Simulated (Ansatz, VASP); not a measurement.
# Cu3Te: VASP beside Ansatz

INCAR

```
  PREC = Accurate
  ENCUT = 520
  EDIFF = 1E-7
  ISMEAR = -1
  SIGMA = 0.2
  LREAL = F
  LASPH = T
  NELM = 60
  ALGO = Normal
  ISIF = 2
  LWAVE = F
  LCHARG = F
  GGA = PE
  NBANDS = 28
```

Contents of KPOINTS:

```
regular mesh
0
Gamma
  6 6 6
```

The input POSCAR:

```
Cu3Te
1.0
    3.9985977190      0.0000000000      0.0000000000
    0.0000000000      3.9985977190      0.0000000000
    0.0000000000      0.0000000000      3.9985977190
Cu Te
3 1
Direct
    0.0000000000      0.5000000000      0.5000000000
    0.5000000000      0.0000000000      0.5000000000
    0.5000000000      0.5000000000      0.0000000000
    0.0000000000      0.0000000000      0.0000000000
```

Input for Ansatz:

```yaml
crystal:
  lattice:
    - [3.9985977189997484, 0.0, 0.0]
    - [0.0, 3.9985977189997484, 0.0]
    - [0.0, 0.0, 3.9985977189997484]
  atoms:
    - { symbol: Cu, position: [0.0, 0.5, 0.5] }
    - { symbol: Cu, position: [0.5, 0.0, 0.5] }
    - { symbol: Cu, position: [0.5, 0.5, 0.0] }
    - { symbol: Te, position: [0.0, 0.0, 0.0] }
kpoints:
  mp_grid:
    grid: [6, 6, 6]
hamiltonian:
  xc: pbe
  pseudopotentials:
    kind: nc
scf:
  n_extra_bands: 4
  mixing:
    algorithm: broyden
  occupations:
    method: fermi_dirac
    width: 0.2
  initial_density:
    normalization: atom
output:
  stress: true
```

Alike in both runs: task single point; functional PBE; k mesh 6 × 6 × 6; occupations fermi-dirac, width 0.2 eV; no spin polarisation.

```csv
,VASP,Ansatz
version,VASP 6.6.1,Ansatz 0.2.0
potentials or method,"VASP PAW PBE potentials, release 64 (Cu, Te)","plane waves, norm-conserving potentials"
plane-wave cutoff (eV),520,1252
valence electrons in the cell,39,73
```

|  | VASP | Ansatz | Ansatz less VASP |
| --- | --- | --- | --- |
| pressure (GPa) | -2.5 | -2.6 | -0.15 |

The functional is the same, so the differences come from potentials, cutoffs and numerics. VASP's potentials hold 39 valence electrons a cell and Ansatz's 73, so a difference there can come from the potentials and not from the codes.

Neither program's run includes spin-orbit coupling.
